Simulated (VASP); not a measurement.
Here is a VASP 6.6.1 calculation.

Contents of INCAR:

```
SYSTEM = FeGe
PREC     = Accurate       ! precision mode
ENCUT    = 520            ! plane-wave cutoff, eV
EDIFF    = 1E-6           ! SCF threshold, eV
ISMEAR   = -1             ! smearing method
SIGMA    = 0.05           ! smearing width, eV
LREAL    = .False.        ! projectors in reciprocal space
LASPH    = .True.         ! aspherical terms in the spheres
NELM     = 150            ! most SCF steps
ALGO     = Normal         ! electronic algorithm
ISIF     = 2              ! what is computed and relaxed
LWAVE    = .False.        ! write WAVECAR
LCHARG   = .True.         ! write CHGCAR
ISPIN    = 2              ! spin polarisation
MAGMOM   = 0 0 0 3 3 3    ! initial moments
LORBIT   = 11             ! projections on sites
LMAXMIX  = 4              ! l up to which the mixer works
GGA      = CA             ! functional
LELF     = .True.         ! ELF
LVHAR    = .True.       
NBANDS   = 46             ! bands
```

File KPOINTS:

```
regular mesh
0
Gamma
  6 6 7
  0 0 0
```

POSCAR

```
FeGe
1.0
    5.0633678031      0.0000000000      0.0000000000
   -2.5316839015      4.3850051461      0.0000000000
    0.0000000000      0.0000000000      4.1699223156
Ge Fe
3 3
Direct
    0.6666666667      0.3333333333      0.5000000000
    0.3333333333      0.6666666667      0.5000000000
    0.0000000000      0.0000000000      0.0000000000
    0.0000000000      0.5000000000      0.0000000000
    0.5000000000      0.5000000000      0.0000000000
    0.5000000000      0.0000000000      0.0000000000
```

Potentials or basis: VASP PAW LDA potentials, release 64 (Ge_d, Fe).

Run with:

```bash
$ cat potpaw_LDA.64/Ge_d/POTCAR potpaw_LDA.64/Fe/POTCAR > POTCAR
$ mpirun -np 1 vasp_std > vasp.out
```

Question: Predict the pressure.

Answer: -18.5 GPa.

Question: Predict the site moments.

Answer: Ge -0.05, -0.08 (each value once); Fe +1.42 μB.

Question: Estimate the net moment.

Answer: 4.08 μB per cell.

Stress tensor (GPa, compression positive):
```
-18.30   0.00   0.00
  0.00 -18.30   0.00
  0.00   0.00 -18.80
```

Caveat: the cell stands under tension.
